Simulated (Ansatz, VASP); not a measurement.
**Cd: VASP beside Ansatz**

```
CELL_PARAMETERS angstrom
2.46224 0.00000 0.00000
-1.23112 2.13236 0.00000
0.00000 0.00000 3.95555
ATOMIC_POSITIONS crystal
Cd 0.33333 0.66667 0.25000
Cd 0.66667 0.33333 0.75000
```

Change from the starting cell: volume scaled by 0.5, PAW files.

Alike in both runs: task single point; functional PBEsol; k mesh 14 × 14 × 8; occupations fermi-dirac, width 0.05 eV; no spin polarisation.

|  | VASP | Ansatz |
| --- | --- | --- |
| version | VASP 6.6.1 | Ansatz 0.2.0 |
| potentials or method | VASP PAW PBE potentials, release 64 (Cd) | PAW with Ansatz's default frozen-core files, scalar-relativistic |
| plane-wave cutoff (eV) | 520 | 420 |
| valence electrons in the cell | 24 | 40 |

Ansatz gave:

* pressure (GPa): 285.8
* traceless stress, the component that is largest in VASP (GPa): 0.26

Which values does VASP return?

Pressure (GPa): 300.0; traceless stress, the component that is largest in VASP (GPa): 1.27.

VASP's potentials were made for PBE, not for PBEsol. Both programs put the cell under a high pressure, so it lies far from rest at this level. VASP's potentials hold 24 valence electrons a cell and Ansatz's 40, so a difference there can come from the potentials and not from the codes.

Noted on VASP's run: the cell as given lies far from equilibrium.
